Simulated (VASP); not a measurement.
# Li (Fm-3m) in VASP: single point with LDA

Aim: the single point of Li with LDA.

Program: VASP 6.6.1. These are calculated values, not measurements. Logs are shortened: lines on timing, memory, paths and dates and some standing lists are left out, and cuts for length are marked.

### Step 1. The cell of the first run

It takes space group Fm-3m (No. 225, cubic). The conventional cell has a = 4.404 Å, b = 4.404 Å, c = 4.404 Å, α = 90.00°, β = 90.00°, γ = 90.00°. Li (site symmetry m-3m) has 12 Li at 3.11 Å within 4.1 Å.

### Step 2. Single point, LDA, collinear spin, ferromagnetic start

Input file INCAR:

```
PREC = Accurate ; ENCUT = 520
EDIFF = 1E-7 ; ISMEAR = -1
SIGMA = 0.01 ; LREAL = False
LASPH = True ; NELM = 150
ALGO = Normal ; ISIF = 2
LWAVE = False ; LCHARG = True
ISPIN = 2 ; MAGMOM = 0.04
LORBIT = 11 ; LELF = True
LVHAR = True ; NBANDS = 12
```

Input file KPOINTS:

```
regular mesh
0
Gamma
  9 9 9
```

Input file POSCAR:

```
Li
1.0
    3.1140980000      0.0000000000      0.0000000000
    1.5570490000      2.6968879779      0.0000000000
    1.5570490000      0.8989626593      2.5426503697
Li
1
Direct
    0.0000000000      0.0000000000      0.0000000000
```

Potentials or basis: VASP PAW LDA potentials, release 64 (Li_sv).

Command:

```sh
$ cat potpaw_LDA.64/Li_sv/POTCAR > POTCAR
$ mpirun -np 1 vasp_std > vasp.out
```

OUTCAR:

```text
PREC = Accurate
   ENCUT = 520
   EDIFF = 1E-7
   ISMEAR = -1
   LREAL = False
   LASPH = True
   NELM = 150
   ISIF = 2
   ISPIN = 2
   LORBIT = 11

 ion  position               nearest neighbor table
   1  0.000  0.000  0.000-

  LATTYP: Found a face centered cubic cell.
 ALAT       =     4.4039996262

  Lattice vectors:

 A1 = (   3.1140980000,   0.0000000000,   0.0000000000)
 A2 = (   1.5570490000,   2.6968879779,   0.0000000000)
 A3 = (   1.5570490000,   0.8989626593,   2.5426503697)

Analysis of symmetry for initial positions (statically):
=====================================================================
 Subroutine PRICEL returns:
 Original cell was already a primitive cell.

 Routine SETGRP: Setting up the symmetry group for a
 face centered cubic supercell.

 Subroutine GETGRP returns: Found 48 space group operations
 (whereof 48 operations were pure point group operations)
 out of a pool of 48 trial point group operations.

The static configuration has the point symmetry O_h .

Analysis of symmetry for dynamics (positions and initial velocities):
=====================================================================
 Subroutine PRICEL returns:
 Original cell was already a primitive cell.

 Routine SETGRP: Setting up the symmetry group for a
 face centered cubic supercell.

 Subroutine GETGRP returns: Found 48 space group operations
 (whereof 48 operations were pure point group operations)
 out of a pool of 48 trial point group operations.

The dynamic configuration has the point symmetry O_h .

Analysis of structural, dynamic, and magnetic symmetry:
=====================================================================
 Subroutine PRICEL returns:
 Original cell was already a primitive cell.

 Routine SETGRP: Setting up the symmetry group for a
 face centered cubic supercell.

 Subroutine GETGRP returns: Found 48 space group operations
 (whereof 48 operations were pure point group operations)
 out of a pool of 48 trial point group operations.

The overall configuration has the point symmetry O_h .

 Subroutine INISYM returns: Found 48 space group operations
 (whereof 48 operations are pure point group operations),
 and found     1 'primitive' translations

----------------------------------------------------------------------------------------

                                     Primitive cell

  volume of cell :      21.3541

  direct lattice vectors                    reciprocal lattice vectors
     3.114098000  0.000000000  0.000000000     0.321120273 -0.185398876 -0.131096802
     1.557049000  2.696887978  0.000000000     0.000000000  0.370797752 -0.131096802
     1.557049000  0.898962659  2.542650370     0.000000000  0.000000000  0.393290407

  length of vectors
     3.114098000  3.114098000  3.114098000     0.393290407  0.393290407  0.393290407

  position of ions in fractional coordinates (direct lattice)
     0.000000000  0.000000000  0.000000000

  ion indices of the primitive-cell ions
   primitive index   ion index
                 1           1

----------------------------------------------------------------------------------------

 KPOINTS: regular mesh

Automatic generation of k-mesh.
 Grid dimensions read from file:
 generate k-points for:    9    9    9

 Generating k-lattice:

  Cartesian coordinates                     Fractional coordinates (reciprocal lattice)
     0.035680030 -0.020599875 -0.014566311     0.111111111  0.000000000  0.000000000
     0.000000000  0.041199750 -0.014566311     0.000000000  0.111111111  0.000000000
     0.000000000  0.000000000  0.043698934     0.000000000  0.000000000  0.111111111

  Length of vectors
     0.043698934  0.043698934  0.043698934

  Shift w.r.t. Gamma in fractional coordinates (k-lattice)
     0.000000000  0.000000000  0.000000000

 Subroutine IBZKPT returns following result:
 ===========================================

 Found     35 irreducible k-points:

 Following reciprocal coordinates:
            Coordinates               Weight
  0.000000  0.000000  0.000000      1.000000
  0.111111 -0.000000 -0.000000      8.000000
  0.222222 -0.000000  0.000000      8.000000
  0.333333 -0.000000 -0.000000      8.000000
  0.444444 -0.000000  0.000000      8.000000
  0.111111  0.111111 -0.000000      6.000000
[... 16 lines left out ...]
 -0.333333  0.333333 -0.000000     12.000000
  0.444444  0.444444 -0.000000      6.000000
 [... further k-points ...]
   k-points           NKPTS =     35   k-points in BZ     NKDIM =     35   number of bands    NBANDS=     12
   number of dos      NEDOS =    301   number of ions     NIONS =      1
   total plane-waves  NPLWV =  13824
   dimension x,y,z NGX =    24 NGY =   24 NGZ =   24
   dimension x,y,z NGXF=    48 NGYF=   48 NGZF=   48
   ions per type =               1
   NGX,Y,Z   is equivalent  to a cutoff of  12.81, 12.81, 12.81 a.u.
   NGXF,Y,Z  is equivalent  to a cutoff of  25.62, 25.62, 25.62 a.u.
 SYSTEM =  unknown system
   PREC   = accura    normal or accurate (medium, high low for compatibility)
   ISTART =      0    job   : 0-new  1-cont  2-samecut
   ICHARG =      2    charge: 1-file 2-atom 10-const
   ISPIN  =      2    spin polarized calculation?
   LNONCOLLINEAR =      F non collinear calculations
   LSORBIT =      F    spin-orbit coupling
   LASPH  =      T    aspherical Exc in radial PAW
   ENCUT  =  520.0 eV  38.22 Ry    6.18 a.u.   5.79  5.79  5.79*2*pi/ulx,y,z
   NELM   =    150;   NELMIN=  2; NELMDL= -5     # of ELM steps
   EDIFF  = 0.1E-06   stopping-criterion for ELM
   LREAL  =      F    real-space projection
   EDIFFG = 0.1E-05   stopping-criterion for IOM
   NSW    =      0    number of steps for IOM
   IBRION =     -1    ionic relax: 0-MD 1-quasi-New 2-CG
   NFREE  =      0    steps in history (QN), initial steepest desc. (CG)
   ISIF   =      2    stress and relaxation
   ISYM   =      2    0-nonsym 1-usesym 2-fastsym
   POTIM  = 0.5000    time-step for ionic-motion
   TEBEG  =    0.0;   TEEND  =   0.0 temperature during run
   PSTRESS=    0.0 pullay stress
   NELECT =       3.0000    total number of electrons
   NUPDOWN=      -1.0000    fix difference up-down
   EMIN   =  10.00;   EMAX   =-10.00  energy-range for DOS
   EFERMI =   0.00;   METHOD = LEGACY
   ISMEAR =    -1;   SIGMA  =   0.01  broadening in eV -4-tet -1-fermi 0-gaus
   EFERMI_NEDOS =   21; number of points for ismear=-14 and -15
   IALGO  =     38    algorithm
   IMIX   =      4    mixing-type and parameters
     AMIX     =   0.40;   BMIX     =  1.00
     AMIX_MAG =   1.60;   BMIX_MAG =  1.00
  volume/ion in A,a.u.               =      21.35       144.10
  Fermi-wavevector in a.u.,A,eV,Ry     =   0.851049  1.608250  9.854491  0.724285
  Thomas-Fermi vector in A             =   1.967122
   LORBIT       =     11    0 simple, 1 ext, 2 COOP (PROOUT), +10 PAW based schemes
   GGA     = CA    functional components
   LHFCALC =     F    Hartree Fock is set to
   AEXX    =    0.0000 exact exchange contribution
   IVDW    =     0    specifies the selected vdW correction
   LEPSILON=     F    determine dielectric tensor
   LRPA    =     F    only Hartree local field effects (RPA)
 spin polarized calculation
  energy-cutoff  :      520.00
  volume of cell :       21.35
 maximum number of plane-waves:       589
   NGX = 11   NGY = 11   NGZ = 11

 number of electron       3.0000005 magnetization       0.0699375

 Free energy of the ion-electron system (eV)
  ---------------------------------------------------
  ext. energy  EPLUGINS =         0.00000000
  ---------------------------------------------------
  free energy    TOTEN  =        -2.03181370 eV

  energy without entropy =       -2.03132705  energy(sigma->0) =       -2.03157037

 E-fermi :   0.6051     XC(G=0):  -7.0127

 val. band max:        0.6039685732   @ k =  -0.4444   0.1111  -0.0000
 cond. band min:       0.6917220158   @ k =  -0.2222   0.3333   0.1111
 fundamental gap:      0.0877534426
 Fermi energy:         0.6050662759

 spin component 1

 k-point     1 :       0.0000    0.0000    0.0000
  band No.  band energies     occupation
      1     -45.2715      1.00000
      2      -3.0336      1.00000
      3      14.0068      0.00000
      4      14.0068      0.00000
      5      14.0068      0.00000
      6      18.0415      0.00000
      7      18.0415      0.00000
      8      18.0415      0.00000
      9      18.9645      0.00000
     10      23.2925      0.00000
     11      24.8746      0.00000
     12      24.8746      0.00000

 k-point     2 :       0.1111   -0.0000   -0.0000
  band No.  band energies     occupation
      1     -45.2696      1.00000
      2      -2.8207      1.00000
      3      12.0973      0.00000
      4      13.6113      0.00000
      5      13.6113      0.00000
      6      17.2319      0.00000
      7      18.7548      0.00000
      8      18.7548      0.00000
      9      21.3747      0.00000
     10      22.2800      0.00000
     11      22.2800      0.00000
     12      22.3531      0.00000

 k-point     3 :       0.2222   -0.0000    0.0000
  band No.  band energies     occupation
      1     -45.2647      1.00000
      2      -2.1826      1.00000
      3       8.8382      0.00000
      4      12.9819      0.00000
      5      12.9819      0.00000
      6      17.6459      0.00000
      7      18.8006      0.00000
      8      18.8006      0.00000
      9      19.7714      0.00000
     10      22.0674      0.00000
     11      22.0674      0.00000
     12      26.4161      0.00000
[... 286 lines left out ...]
 k-point    23 :      -0.3333    0.3333   -0.0000
  band No.  band energies     occupation
      1     -45.2511      1.00000
      2       2.0935      0.00000
      3       3.5431      0.00000
      4       6.9378      0.00000
      5       9.9893      0.00000
      6      14.1517      0.00000
      7      20.3788      0.00000
      8      22.3947      0.00000
      9      22.9094      0.00000
     10      24.8999      0.00000
     11      28.1939      0.00000
     12      30.9494      0.00000

 k-point    24 :       0.4444    0.4444   -0.0000
  band No.  band energies     occupation
      1     -45.2506      1.00000
      2       1.3668      0.00000
      3       5.6449      0.00000
      4       8.5232      0.00000
      5       8.5232      0.00000
      6      10.8384      0.00000
      7      15.0161      0.00000
      8      28.4907      0.00000
      9      28.4907      0.00000
     10      29.2080      0.00000
     11      31.1480      0.00000
     12      33.7821      0.00000

 [... further k-points ...]

 spin component 2

 k-point     1 :       0.0000    0.0000    0.0000
  band No.  band energies     occupation
      1     -45.2572      1.00000
      2      -2.9087      1.00000
      3      14.1058      0.00000
      4      14.1058      0.00000
      5      14.1058      0.00000
      6      18.1681      0.00000
      7      18.1681      0.00000
      8      18.1681      0.00000
      9      19.0951      0.00000
     10      23.4212      0.00000
     11      25.0010      0.00000
     12      25.0010      0.00000

 k-point     2 :       0.1111   -0.0000   -0.0000
  band No.  band energies     occupation
      1     -45.2554      1.00000
      2      -2.6959      1.00000
      3      12.2079      0.00000
      4      13.7130      0.00000
      5      13.7130      0.00000
      6      17.3526      0.00000
      7      18.8776      0.00000
      8      18.8776      0.00000
      9      21.4996      0.00000
     10      22.4074      0.00000
     11      22.4074      0.00000
     12      22.4804      0.00000

 k-point     3 :       0.2222   -0.0000    0.0000
  band No.  band energies     occupation
      1     -45.2506      1.00000
      2      -2.0580      1.00000
      3       8.9560      0.00000
      4      13.0857      0.00000
      5      13.0857      0.00000
      6      17.7677      0.00000
      7      18.9232      0.00000
      8      18.9232      0.00000
      9      19.8921      0.00000
     10      22.1934      0.00000
     11      22.1934      0.00000
     12      26.5381      0.00000
[... 286 lines left out ...]
 k-point    23 :      -0.3333    0.3333   -0.0000
  band No.  band energies     occupation
      1     -45.2371      1.00000
      2       2.2168      0.00000
      3       3.6637      0.00000
      4       7.0601      0.00000
      5      10.1006      0.00000
      6      14.2713      0.00000
      7      20.4901      0.00000
      8      22.5093      0.00000
      9      23.0184      0.00000
     10      25.0261      0.00000
     11      28.3132      0.00000
     12      31.0703      0.00000

 k-point    24 :       0.4444    0.4444   -0.0000
  band No.  band energies     occupation
      1     -45.2366      1.00000
      2       1.4889      0.00000
      3       5.7703      0.00000
      4       8.6364      0.00000
      5       8.6364      0.00000
      6      10.9670      0.00000
      7      15.1293      0.00000
      8      28.5962      0.00000
      9      28.5962      0.00000
     10      29.2998      0.00000
     11      31.2696      0.00000
     12      33.9012      0.00000

 [... further k-points ...]
[... 5 lines left out ...]
  --------------------------------------------------------------------------------------
  -------------------------------------------------------------------------------------
  Total       -0.2083938     -0.2083938     -0.2083938      0.0000000     -0.0000000      0.0000000
  in kB      -15.6355654    -15.6355654    -15.6355654      0.0000000     -0.0000000      0.0000000
  external PRESSURE =     -15.6355654 kB  Pullay stress =       0.0000000 kB

 VOLUME and BASIS-vectors are now :
 -----------------------------------------------------------------------------
  energy-cutoff  :      520.00
  volume of cell :       21.35
      direct lattice vectors                 reciprocal lattice vectors
     3.114098000  0.000000000  0.000000000     0.321120273 -0.185398876 -0.131096802
     1.557049000  2.696887978  0.000000000     0.000000000  0.370797752 -0.131096802
     1.557049000  0.898962659  2.542650370     0.000000000  0.000000000  0.393290407

 POSITION                                       TOTAL-FORCE (eV/Angst)
 -----------------------------------------------------------------------------------
      0.00000      0.00000      0.00000        -0.000000     -0.000000      0.000000
 -----------------------------------------------------------------------------------
    total drift:                                0.000000     -0.000000      0.000000

  FREE ENERGIE OF THE ION-ELECTRON SYSTEM (eV)
  ---------------------------------------------------
  free  energy   TOTEN  =        -2.0318136953 eV

  energy  without entropy=       -2.0313270456  energy(sigma->0) =       -2.03157037

 total charge

# of ion       s       p       d       tot
------------------------------------------
    1        2.029   0.047   0.000   2.076

 magnetization (x)

# of ion       s       p       d       tot
------------------------------------------
    1        0.001   0.006   0.000   0.007
```

Run time: 5.2 s. Hardware: 1 thread of Intel Xeon 6975P-C (Granite Rapids), shared host; peak memory 0.12 GiB.

Results:

```
Free energy                                           : -2.0318 eV
Net moment                                            : 0.07 μB per cell
Valence electrons inside the program's atomic spheres : Li 2.08
```

Levels at points of the mesh, in eV from the Fermi level:
Spin up:
| k point | band 1 | band 2 | band 3 | band 4 | band 5 |
| --- | --- | --- | --- | --- | --- |
| (0.00, 0.00, 0.00) | -45.88 | -3.64 | 13.40 | 13.40 | 13.40 |
Spin down:
```tsv
k point	band 1	band 2	band 3	band 4	band 5	band 6	band 7
(0.00, 0.00, 0.00)	-45.86	-3.51	13.50	13.50	13.50	17.56	17.56
```

Caveat: the cutoff is under 1.25 times the usual one of these potentials, so pressure, stress and relaxed cells hold a basis-set (Pulay) error.
